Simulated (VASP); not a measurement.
**S: single point with PBEsol**

The system is S.

```
S
1.0
     0.00000    1.89463    1.94449
     1.89463    0.00000    1.94449
     1.89463    1.89463    0.00000
S
1
Direct
  0.00000 0.00000 0.00000
```

This cell differs from its parent crystal: strain -0.050 along x and y, -0.025 along z.

| Property | Result |
| --- | --- |
| Program | VASP 6.6.1 |
| Task | single point |
| Functional | PBEsol |
| Potentials or basis | VASP PAW PBE potentials, release 64 (S) |
| Cutoff | 520 eV |
| k mesh | 20 × 20 × 20 |
| Occupations | gaussian, width 0.15 eV |
| Spin | no spin polarisation |

| Item | Value |
| --- | --- |
| Pressure | 7.4 GPa |
| Band gap on the k mesh | zero (bands 3 and 4 overlap by 7.21 eV) |

Stress tensor (GPa, compression positive):
```
6.52 0.00 0.00
0.00 6.52 0.00
0.00 0.00 9.04
```

Levels at points of the mesh, in eV from the Fermi level:
| k point | band 1 | band 2 | band 3 | band 4 | band 5 | band 6 |
| --- | --- | --- | --- | --- | --- | --- |
| (0.00, 0.00, 0.00) | -18.11 | 3.91 | 3.94 | 3.94 | 11.90 | 12.28 |
| (0.50, 0.00, 0.00) | -13.11 | -8.67 | 2.14 | 2.57 | 9.77 | 11.07 |
| (0.50, 0.50, 0.00) | -11.31 | -7.66 | -0.69 | -0.69 | 5.26 | 5.38 |
| (0.50, 0.00, 0.50) | -10.88 | -7.41 | -1.22 | -0.94 | 4.80 | 5.14 |

Wall time 18 s on 1 thread of Intel(R) Xeon(R) 6975P-C (Granite Rapids) (shared host), peak memory 0.17 GiB.

Caveat: the cell differs from its parent crystal (strain -0.050 along x and y, -0.025 along z); the cell stands under pressure; the PAW data sets were made with another functional, which shifts forces and pressure a little.
